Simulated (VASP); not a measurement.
## C (a cell with a defect): relaxation of the atoms with PBE

The system is C (a cell with a defect).

```
CELL_PARAMETERS angstrom
-3.57148 -3.57148 0.00000
0.00000 -3.57148 3.57148
-3.57148 0.00000 3.57148
ATOMIC_POSITIONS crystal
C 0.25000 0.25000 0.25000
C 0.75000 0.75000 0.25000
C 0.25000 0.75000 0.25000
C 0.75000 0.25000 0.75000
C 0.25000 0.25000 0.75000
C 0.75000 0.75000 0.75000
C 0.25000 0.75000 0.75000
C 0.56250 0.31250 0.31250
C 0.87500 0.37500 0.37500
C 0.37500 0.87500 0.37500
C 0.87500 0.87500 0.37500
C 0.37500 0.37500 0.87500
C 0.87500 0.37500 0.87500
C 0.37500 0.87500 0.87500
C 0.87500 0.87500 0.87500
```

This cell differs from its parent crystal: atoms taken out.

```json
{
 "Program": "VASP 6.6.1",
 "Task": "relaxation of the atoms",
 "Functional": "PBE",
 "Potentials or basis": "VASP PAW PBE potentials, release 64 (C)",
 "Cutoff": "520 eV",
 "k mesh": "4 × 4 × 4",
 "Occupations": "gaussian, width 0.05 eV",
 "Spin": "no spin polarisation",
 "Dipole correction": "no",
 "Further INCAR settings": "LREAL = Auto; ALGO = Normal; EDIFF = 1e-06; IBRION = 2; EDIFFG = -0.02; NSW = 80"
}
```

- Energy gained by relaxing: 54.1 meV/atom
- Ionic steps: 8
- Pressure after relaxing: -5.3 GPa
- Largest force after relaxing: 0.019 eV/Å
- Band gap on the k mesh: zero (bands 30 and 31 overlap by 3.16 eV)

Forces on the atoms (eV/Å):
```
C   -0.006 -0.006 -0.017
C    0.017 -0.001 -0.001
C   -0.006 -0.017 -0.006
C   -0.001  0.017 -0.001
C   -0.017 -0.006 -0.006
C   -0.001 -0.001  0.017
C   -0.001 -0.001 -0.001
C    0.000  0.000  0.000
C    0.006  0.006  0.017
C   -0.017  0.001  0.001
C    0.006  0.017  0.006
C    0.001 -0.017  0.001
C    0.017  0.006  0.006
C    0.001  0.001 -0.017
C    0.001  0.001  0.001
```

Stress tensor (GPa, compression positive):
```
 -5.27 -19.61 -19.61
-19.61  -5.27 -19.61
-19.61 -19.61  -5.27
```

Step by step:
```tsv
step	energy change (eV)	largest force (eV/Å)	pressure (GPa)
1	0.0000	3.2474	-11.41
2	0.1714	4.0277	0.65
3	-0.7365	0.8428	-6.76
4	-0.7826	0.6050	-4.53
5	-0.8052	0.3129	-5.47
6	-0.8017	0.3976	-5.11
7	-0.8110	0.0250	-5.29
8	-0.8110	0.0189	-5.27
```

Final structure:
```yaml
crystal:
  lattice:
    - [-3.57148, -3.57148, 0.00000]
    - [0.00000, -3.57148, 3.57148]
    - [-3.57148, 0.00000, 3.57148]
  atoms:
    - { symbol: C, position: [0.24530, 0.24189, 0.24189] }
    - { symbol: C, position: [0.75000, 0.74985, 0.25030] }
    - { symbol: C, position: [0.24530, 0.77091, 0.24189] }
    - { symbol: C, position: [0.75000, 0.25030, 0.74985] }
    - { symbol: C, position: [0.24530, 0.24189, 0.77091] }
    - { symbol: C, position: [0.75000, 0.74985, 0.74985] }
    - { symbol: C, position: [0.24890, 0.75037, 0.75037] }
    - { symbol: C, position: [0.56250, 0.31250, 0.31250] }
    - { symbol: C, position: [0.87970, 0.38311, 0.38311] }
    - { symbol: C, position: [0.37500, 0.87515, 0.37470] }
    - { symbol: C, position: [0.87970, 0.85409, 0.38311] }
    - { symbol: C, position: [0.37500, 0.37470, 0.87515] }
    - { symbol: C, position: [0.87970, 0.38311, 0.85409] }
    - { symbol: C, position: [0.37500, 0.87515, 0.87515] }
    - { symbol: C, position: [0.87610, 0.87463, 0.87463] }
```

Levels at points of the mesh, in eV from the Fermi level:
```tsv
k point	band 26	band 27	band 28	band 29	band 30	band 31	band 32	band 33	band 34	band 35
(0.00, 0.00, 0.00)	-2.19	-1.77	-1.60	-1.60	2.78	2.81	3.01	3.01	3.39	3.39
(0.50, 0.00, 0.00)	-4.29	-4.29	-1.47	-0.28	-0.28	-0.03	-0.03	5.29	5.88	5.88
(0.00, 0.50, 0.00)	-3.53	-3.06	-2.73	-2.39	-2.17	2.67	3.15	3.39	3.68	5.20
(0.50, 0.50, 0.00)	-4.30	-3.77	-3.23	-1.98	-1.29	-0.38	2.63	3.07	4.66	5.81
```

It took 14 min on 1 thread of AMD EPYC 7R43 64-Core Processor (Zen 3), on a shared host, peak memory 0.2 GiB.

Caveat: the k points lie up to 0.38 Å⁻¹ apart, too coarse for converged energies and pressures of a metal; the cell differs from its parent crystal (atoms taken out).
